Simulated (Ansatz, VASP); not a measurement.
## Two plane-wave programs on P

Contents of INCAR:

```
PREC = Accurate ; ENCUT = 520
EDIFF = 1E-6 ; ISMEAR = 0
SIGMA = 0.15 ; LREAL = False
LASPH = True ; NELM = 80
ALGO = Normal ; ISIF = 2
LWAVE = False ; LCHARG = False
GGA = PS ; NBANDS = 8
```

KPOINTS

```
Automatic mesh
0
Gamma
  12 12 12
```

The input POSCAR:

```
P
1.0
    4.2729048574      0.0534113107      0.0000000000
    0.0534113107      4.2729048574      0.0000000000
    0.0000000000      0.0000000000      4.3780000000
P
1
Direct
    0.0000000000      0.0000000000      0.0000000000
```

Input for Ansatz:

```yaml
crystal:
  lattice:
    - [4.2729048574, 0.0534113107, 0.0]
    - [0.0534113107, 4.2729048574, 0.0]
    - [0.0, 0.0, 4.378]
  atoms:
    - { symbol: P, position: [0.0, 0.0, 0.0] }
basis:
  ecutwfc: 420
kpoints:
  mp_grid: { grid: [12, 12, 12] }
hamiltonian:
  xc: pbesol
scf:
  occupations: { method: gaussian, width: 0.15 }
output:
  forces: true
  stress: true
  eigenvalues: true
```

Change from the starting cell: strain +0.0250 x Voigt [0, 0, 0, 0, 0, 1], atoms carried along.

Alike in both runs: task single point; functional PBEsol; k mesh 12 × 12 × 12; occupations gaussian, width 0.15 eV; no spin polarisation.

```csv
,VASP,Ansatz
version,VASP 6.6.1,Ansatz 0.2.0
potentials or method,"VASP PAW PBE potentials, release 64 (P), cutoff 520 eV","scalar-relativistic, plane waves, PAW"
valence electrons in the cell,5,5
```

```csv
,VASP,Ansatz,Ansatz less VASP
gap on the k mesh at the Fermi level (eV),none,none,-
pressure (GPa),-3.9,-3.8,+0.01
"traceless stress, the component that is largest in VASP (GPa)",0.28,0.28,0.000
```

VASP's potentials were made for PBE, not for PBEsol. A gap of «none» marks a metal or a gap that the smearing closes. With one functional, cell and mesh, what is left measures potentials, basis and numerics.
